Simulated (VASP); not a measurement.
# B (Fd-3m) in VASP: a series of runs, part 2 of 2

VASP 6.6.1. Earlier steps stand in the parts before.

### 3 Single point, PBEsol (volume scaled by 0.4)

The input, INCAR:

```
  PREC = Accurate
  ENCUT = 520
  EDIFF = 1E-6
  ISMEAR = -1
  SIGMA = 0.05
  LREAL = False
  LASPH = True
  NELM = 80
  ALGO = Normal
  ISIF = 2
  LWAVE = False
  LCHARG = False
  GGA = PS
  NBANDS = 10
```

The input, KPOINTS:

```
Automatic mesh
0
Gamma
  18 18 18
```

The input, POSCAR:

```
B
1.0
    0.0000000000      1.4851862916      1.4851862916
    1.4851862916      0.0000000000      1.4851862916
    1.4851862916      1.4851862916      0.0000000000
B
2
Direct
   -0.1250000000     -0.1250000000     -0.1250000000
    0.1250000000      0.1250000000      0.1250000000
```

Potentials or basis: VASP PAW PBE potentials, release 64 (B).

Command:

```bash
> cat potpaw_PBE.64/B/POTCAR > POTCAR
> mpirun -np 1 vasp_std > vasp.out
```

OUTCAR:

```text
PREC = Accurate
   ENCUT = 520
   EDIFF = 1E-6
   ISMEAR = -1
   LREAL = False
   LASPH = True
   NELM = 80
   ISIF = 2
   GGA = PS

 ion  position               nearest neighbor table
   1  0.875  0.875  0.875-   2 1.29   2 1.29   2 1.29   2 1.29
   2  0.125  0.125  0.125-   1 1.29   1 1.29   1 1.29   1 1.29

  LATTYP: Found a face centered cubic cell.
 ALAT       =     2.9703725832

  Lattice vectors:

 A1 = (   0.0000000000,   1.4851862916,   1.4851862916)
 A2 = (   1.4851862916,   0.0000000000,   1.4851862916)
 A3 = (   1.4851862916,   1.4851862916,   0.0000000000)

Analysis of symmetry for initial positions (statically):
=====================================================================
 Subroutine PRICEL returns:
 Original cell was already a primitive cell.

 Routine SETGRP: Setting up the symmetry group for a
 face centered cubic supercell.

 Subroutine GETGRP returns: Found 48 space group operations
 (whereof 12 operations were pure point group operations)
 out of a pool of 48 trial point group operations.

The static configuration has the point symmetry D_3d.
 The point group associated with its full space group is O_h .

Analysis of symmetry for dynamics (positions and initial velocities):
=====================================================================
 Subroutine PRICEL returns:
 Original cell was already a primitive cell.

 Routine SETGRP: Setting up the symmetry group for a
 face centered cubic supercell.

 Subroutine GETGRP returns: Found 48 space group operations
 (whereof 12 operations were pure point group operations)
 out of a pool of 48 trial point group operations.

The dynamic configuration has the point symmetry D_3d.
 The point group associated with its full space group is O_h .

 Subroutine INISYM returns: Found 48 space group operations
 (whereof 12 operations are pure point group operations),
 and found     1 'primitive' translations

----------------------------------------------------------------------------------------
[... 118 lines left out ...]
   GGA     = PS    functional components
   LHFCALC =     F    Hartree Fock is set to
   AEXX    =    0.0000 exact exchange contribution
   IVDW    =     0    specifies the selected vdW correction
   LEPSILON=     F    determine dielectric tensor
   LRPA    =     F    only Hartree local field effects (RPA)
 non-spin polarized calculation
  energy-cutoff  :      520.00
  volume of cell :        6.55
 maximum number of plane-waves:       190
   NGX =  7   NGY =  7   NGZ =  7

 number of electron       6.0000000 magnetization

 Free energy of the ion-electron system (eV)
  ---------------------------------------------------
  ext. energy  EPLUGINS =         0.00000000
  ---------------------------------------------------
  free energy    TOTEN  =         0.12006785 eV

  energy without entropy =        0.12316895  energy(sigma->0) =        0.12161840

 E-fermi :  13.8217     XC(G=0): -15.4866

 val. band max:       13.8196330946   @ k =  -0.3889   0.2222   0.1111
 cond. band min:      13.8747555018   @ k =   0.5000   0.2778   0.1111
 fundamental gap:      0.0551224072
 Fermi energy:        13.8217361082

 k-point     1 :       0.0000    0.0000    0.0000
  band No.  band energies     occupation
      1      -7.6669      2.00000
      2      22.3058      0.00000
      3      22.3058      0.00000
      4      22.3058      0.00000
      5      28.1515      0.00000
      6      28.1515      0.00000
      7      28.1515      0.00000
      8      50.6689      0.00000
      9      51.7913      0.00000
     10      51.7914      0.00000
[... 287 lines left out ...]
 k-point    24 :      -0.2222    0.0556    0.0000
  band No.  band energies     occupation
      1      -5.6563      2.00000
      2      12.4117      2.00000
      3      17.5931      0.00000
      4      19.8526      0.00000
      5      30.9838      0.00000
      6      32.8200      0.00000
      7      37.0133      0.00000
      8      41.9496      0.00000
      9      43.4435      0.00000
     10      48.6168      0.00000

 [... further k-points ...]

------------------------ aborting loop because EDIFF is reached ----------------------------------------

  FORCE on cell =-STRESS in cart. coord.  units (eV):
  Direction    XX          YY          ZZ          XY          YZ          ZX
  --------------------------------------------------------------------------------------
  -------------------------------------------------------------------------------------
  Total       32.2889520     32.2889520     32.2889520     -0.0000000      0.0000000     -0.0000000
  in kB     7895.7200177   7895.7200177   7895.7200177     -0.0000000      0.0000000     -0.0000000
  external PRESSURE =    7895.7200177 kB  Pullay stress =       0.0000000 kB

 VOLUME and BASIS-vectors are now :
 -----------------------------------------------------------------------------
  energy-cutoff  :      520.00
  volume of cell :        6.55
      direct lattice vectors                 reciprocal lattice vectors
     0.000000000  1.485186292  1.485186292    -0.336658103  0.336658103  0.336658103
     1.485186292  0.000000000  1.485186292     0.336658103 -0.336658103  0.336658103
     1.485186292  1.485186292  0.000000000     0.336658103  0.336658103 -0.336658103

 POSITION                                       TOTAL-FORCE (eV/Angst)
 -----------------------------------------------------------------------------------
      2.59908      2.59908      2.59908         0.000000     -0.000000     -0.000000
      0.37130      0.37130      0.37130        -0.000000      0.000000      0.000000
 -----------------------------------------------------------------------------------
    total drift:                               -0.000000      0.000000      0.000000

  FREE ENERGIE OF THE ION-ELECTRON SYSTEM (eV)
  ---------------------------------------------------
  free  energy   TOTEN  =         0.1200678536 eV

  energy  without entropy=        0.1231689509  energy(sigma->0) =        0.12161840
```

Run time: 4.3 s. Hardware: 1 thread of AMD EPYC 9R45 (Zen 5), shared host; peak memory 0.08 GiB.

The run converged, but its numbers aren't listed here, since they failed a check.

Caveat: the PAW data sets were made with another functional, which shifts forces and pressure a little.

### 4 Single point, PBEsol (volume scaled by 0.4, level accurate)

The input, INCAR:

```
SYSTEM = B
PREC     = Accurate       ! precision mode
ENCUT    = 520            ! plane-wave cutoff, eV
EDIFF    = 1E-7           ! SCF threshold, eV
ISMEAR   = -1             ! smearing method
SIGMA    = 0.05           ! smearing width, eV
LREAL    = .False.        ! projectors in reciprocal space
LASPH    = .True.         ! aspherical terms in the spheres
NELM     = 100            ! most SCF steps
ALGO     = Normal         ! electronic algorithm
ISIF     = 2              ! what is computed and relaxed
LWAVE    = .False.        ! write WAVECAR
LCHARG   = .False.        ! write CHGCAR
GGA      = PS             ! functional
NBANDS   = 10             ! bands
```

The input, KPOINTS:

```
Automatic mesh
0
Gamma
  18 18 18
  0 0 0
```

POSCAR is that of step 3.

Command:

```bash
> cat potpaw_PBE.64/B/POTCAR > POTCAR
> mpirun -np 1 vasp_std > vasp.out
```

It took 4.9 s on 1 thread of AMD EPYC 9R45 (Zen 5), shared host; peak memory 0.08 GiB.

The run converged, but its numbers aren't listed here, since they failed a check.

Caveat: the PAW data sets were made with another functional, which shifts forces and pressure a little.

### 5 Single point, PBEsol (volume scaled by 0.5)

The input, INCAR:

```
SYSTEM = B
  PREC = Accurate
  ENCUT = 520
  EDIFF = 1E-7
  ISMEAR = -1
  SIGMA = 0.05
  LREAL = .FALSE.
  LASPH = .TRUE.
  NELM = 80
  ALGO = Normal
  ISIF = 2
  LWAVE = .FALSE.
  LCHARG = .TRUE.
  GGA = PS
  LELF = .TRUE.
  LVHAR = .TRUE.
  NBANDS = 10
```

The input, KPOINTS:

```
Automatic mesh
0
G
  18 18 18
  0 0 0
```

The input, POSCAR:

```
B
1.0
    0.0000000000      1.5998684338      1.5998684338
    1.5998684338      0.0000000000      1.5998684338
    1.5998684338      1.5998684338      0.0000000000
B
2
Direct
   -0.1250000000     -0.1250000000     -0.1250000000
    0.1250000000      0.1250000000      0.1250000000
```

Potentials or basis: VASP PAW PBE potentials, release 64 (B).

Command:

```bash
> cat potpaw_PBE.64/B/POTCAR > POTCAR
> mpirun -np 1 vasp_std > vasp.out
```

OUTCAR:

```text
SYSTEM = B
   PREC = Accurate
   ENCUT = 520
   EDIFF = 1E-7
   ISMEAR = -1
   LREAL = .FALSE.
   LASPH = .TRUE.
   NELM = 80
   ISIF = 2
   GGA = PS

 ion  position               nearest neighbor table
   1  0.875  0.875  0.875-   2 1.39   2 1.39   2 1.39   2 1.39
   2  0.125  0.125  0.125-   1 1.39   1 1.39   1 1.39   1 1.39

  LATTYP: Found a face centered cubic cell.
 ALAT       =     3.1997368676

  Lattice vectors:

 A1 = (   0.0000000000,   1.5998684338,   1.5998684338)
 A2 = (   1.5998684338,   0.0000000000,   1.5998684338)
 A3 = (   1.5998684338,   1.5998684338,   0.0000000000)

Analysis of symmetry for initial positions (statically):
=====================================================================
 Subroutine PRICEL returns:
 Original cell was already a primitive cell.

 Routine SETGRP: Setting up the symmetry group for a
 face centered cubic supercell.

 Subroutine GETGRP returns: Found 48 space group operations
 (whereof 12 operations were pure point group operations)
 out of a pool of 48 trial point group operations.

The static configuration has the point symmetry D_3d.
 The point group associated with its full space group is O_h .

Analysis of symmetry for dynamics (positions and initial velocities):
=====================================================================
 Subroutine PRICEL returns:
 Original cell was already a primitive cell.

 Routine SETGRP: Setting up the symmetry group for a
 face centered cubic supercell.

 Subroutine GETGRP returns: Found 48 space group operations
 (whereof 12 operations were pure point group operations)
 out of a pool of 48 trial point group operations.

The dynamic configuration has the point symmetry D_3d.
 The point group associated with its full space group is O_h .

 Subroutine INISYM returns: Found 48 space group operations
 (whereof 12 operations are pure point group operations),
 and found     1 'primitive' translations

----------------------------------------------------------------------------------------

[... 118 lines left out ...]
   LHFCALC =     F    Hartree Fock is set to
   AEXX    =    0.0000 exact exchange contribution
   IVDW    =     0    specifies the selected vdW correction
   LEPSILON=     F    determine dielectric tensor
   LRPA    =     F    only Hartree local field effects (RPA)
 non-spin polarized calculation
  energy-cutoff  :      520.00
  volume of cell :        8.19
 maximum number of plane-waves:       229
 NGX is ok and might be reduce to    18
   NGX =  9   NGY =  9   NGZ =  9

 number of electron       6.0000000 magnetization

 Free energy of the ion-electron system (eV)
  ---------------------------------------------------
  ext. energy  EPLUGINS =         0.00000000
  ---------------------------------------------------
  free energy    TOTEN  =        -5.79927997 eV

  energy without entropy =       -5.79640393  energy(sigma->0) =       -5.79784195

 E-fermi :  10.7763     XC(G=0): -14.3843

 val. band max:       10.7664984875   @ k =   0.3333   0.2222   0.0000
 cond. band min:      10.9035113753   @ k =  -0.2778   0.1667   0.0556
 fundamental gap:      0.1370128878
 Fermi energy:        10.7763160505

 k-point     1 :       0.0000    0.0000    0.0000
  band No.  band energies     occupation
      1      -8.2936      2.00000
      2      17.9372      0.00000
      3      17.9372      0.00000
      4      17.9372      0.00000
      5      23.3590      0.00000
      6      23.3590      0.00000
      7      23.3590      0.00000
      8      42.5693      0.00000
      9      42.7844      0.00000
     10      44.2919      0.00000
[... 287 lines left out ...]
 k-point    24 :      -0.2222    0.0556    0.0000
  band No.  band energies     occupation
      1      -6.4102      2.00000
      2       9.4478      2.00000
      3      14.0383      0.00000
      4      15.8867      0.00000
      5      25.8020      0.00000
      6      27.2975      0.00000
      7      30.3080      0.00000
      8      35.5944      0.00000
      9      37.2408      0.00000
     10      41.5030      0.00000

 [... further k-points ...]

------------------------ aborting loop because EDIFF is reached ----------------------------------------

  FORCE on cell =-STRESS in cart. coord.  units (eV):
  Direction    XX          YY          ZZ          XY          YZ          ZX
  --------------------------------------------------------------------------------------
  -------------------------------------------------------------------------------------
  Total       21.1445949     21.1445949     21.1445949     -0.0000000      0.0000000      0.0000000
  in kB     4136.4439716   4136.4439716   4136.4439716     -0.0000000      0.0000000      0.0000000
  external PRESSURE =    4136.4439716 kB  Pullay stress =       0.0000000 kB

 VOLUME and BASIS-vectors are now :
 -----------------------------------------------------------------------------
  energy-cutoff  :      520.00
  volume of cell :        8.19
      direct lattice vectors                 reciprocal lattice vectors
     0.000000000  1.599868434  1.599868434    -0.312525699  0.312525699  0.312525699
     1.599868434  0.000000000  1.599868434     0.312525699 -0.312525699  0.312525699
     1.599868434  1.599868434  0.000000000     0.312525699  0.312525699 -0.312525699

 POSITION                                       TOTAL-FORCE (eV/Angst)
 -----------------------------------------------------------------------------------
      2.79977      2.79977      2.79977        -0.000000     -0.000000     -0.000000
      0.39997      0.39997      0.39997         0.000000      0.000000      0.000000
 -----------------------------------------------------------------------------------
    total drift:                                0.000000      0.000000      0.000000

  FREE ENERGIE OF THE ION-ELECTRON SYSTEM (eV)
  ---------------------------------------------------
  free  energy   TOTEN  =        -5.7992799681 eV

  energy  without entropy=       -5.7964039332  energy(sigma->0) =       -5.79784195
```

stdout:

```text
POSCAR found type information on POSCAR B
 POSCAR found :  1 types and       2 ions
 scaLAPACK will be used
 -----------------------------------------------------------------------------
|                                                                             |
|                                                                             |
|     You enforced a specific xc type in the INCAR file but a different       |
|     I HOPE YOU KNOW WHAT YOU ARE DOING!                                     |
|                                                                             |
 -----------------------------------------------------------------------------

 LDA part: xc-table for (Slater+PW92), standard interpolation
 POSCAR, INCAR and KPOINTS ok, starting setup
 FFT: planning ... GRIDC
 FFT: planning ... GRID_SOFT
 FFT: planning ... GRID
 WAVECAR not read
 entering main loop
```

It took 7.4 s on 1 thread of AMD EPYC 9R45 (Zen 5), shared host; peak memory 0.09 GiB.

Results:

```yaml
Free_energy: -5.7993 eV
Pressure: 413.6 GPa
Band_gap_on_the_k_mesh: zero (band 3 reaches 17.94 eV, above the bottom of band 4 at 5.31 eV)
```

Levels at points of the mesh, in eV from the Fermi level:
```tsv
k point	band 1	band 2	band 3	band 4	band 5	band 6	band 7	band 8
(0.00, 0.00, 0.00)	-19.07	7.16	7.16	7.16	12.58	12.58	12.58	31.79
(0.50, 0.00, 0.00)	-12.56	-9.73	2.94	2.94	14.97	14.97	22.54	23.74
(0.50, 0.50, 0.00)	-8.43	-8.43	-2.74	-2.74	11.46	11.46	32.08	32.08
```

Caveat: the PAW data sets were made with another functional, which shifts forces and pressure a little.

### 6 Single point, PBEsol (volume scaled by 0.5)

The input, INCAR:

```
PREC = Accurate
ENCUT = 520
EDIFF = 1E-6
ISMEAR = -1
SIGMA = 0.05
LREAL = F
LASPH = T
NELM = 60
ALGO = Normal
ISIF = 2
LWAVE = F
LCHARG = F
GGA = PS
NBANDS = 10
```

The input, KPOINTS:

```
Automatic mesh
0
Gamma
  18 18 18
```

POSCAR is that of step 5.

Potentials or basis: VASP PAW PBE potentials, release 64 (B).

Command:

```bash
> cat potpaw_PBE.64/B/POTCAR > POTCAR
> mpirun -np 1 vasp_std > vasp.out
```

OUTCAR:

```text
PREC = Accurate
   ENCUT = 520
   EDIFF = 1E-6
   ISMEAR = -1
   LREAL = F
   LASPH = T
   NELM = 60
   ISIF = 2
   GGA = PS

 ion  position               nearest neighbor table
   1  0.875  0.875  0.875-   2 1.39   2 1.39   2 1.39   2 1.39
   2  0.125  0.125  0.125-   1 1.39   1 1.39   1 1.39   1 1.39

  LATTYP: Found a face centered cubic cell.
 ALAT       =     3.1997368676

  Lattice vectors:

[... 497 lines left out ...]
     10      41.5030      0.00000

 [... further k-points ...]

------------------------ aborting loop because EDIFF is reached ----------------------------------------

  FORCE on cell =-STRESS in cart. coord.  units (eV):
  Direction    XX          YY          ZZ          XY          YZ          ZX
  --------------------------------------------------------------------------------------
  -------------------------------------------------------------------------------------
  Total       21.1445997     21.1445997     21.1445997      0.0000000      0.0000000      0.0000000
  in kB     4136.4449120   4136.4449120   4136.4449120      0.0000000      0.0000000      0.0000000
  external PRESSURE =    4136.4449120 kB  Pullay stress =       0.0000000 kB

 VOLUME and BASIS-vectors are now :
 -----------------------------------------------------------------------------
  energy-cutoff  :      520.00
  volume of cell :        8.19
      direct lattice vectors                 reciprocal lattice vectors
     0.000000000  1.599868434  1.599868434    -0.312525699  0.312525699  0.312525699
     1.599868434  0.000000000  1.599868434     0.312525699 -0.312525699  0.312525699
     1.599868434  1.599868434  0.000000000     0.312525699  0.312525699 -0.312525699

 POSITION                                       TOTAL-FORCE (eV/Angst)
 -----------------------------------------------------------------------------------
      2.79977      2.79977      2.79977        -0.000000     -0.000000     -0.000000
      0.39997      0.39997      0.39997         0.000000      0.000000      0.000000
 -----------------------------------------------------------------------------------
    total drift:                                0.000000      0.000000      0.000000

  FREE ENERGIE OF THE ION-ELECTRON SYSTEM (eV)
  ---------------------------------------------------
  free  energy   TOTEN  =        -5.7992799691 eV

  energy  without entropy=       -5.7964039341  energy(sigma->0) =       -5.79784195
```

It took 7.2 s on 1 thread of AMD EPYC 9R45 (Zen 5), shared host; peak memory 0.09 GiB.

Results:

* Free energy: -5.7993 eV
* Pressure: 413.6 GPa
* Band gap on the k mesh: zero (band 3 reaches 17.94 eV, above the bottom of band 4 at 5.31 eV)

Caveat: the PAW data sets were made with another functional, which shifts forces and pressure a little.
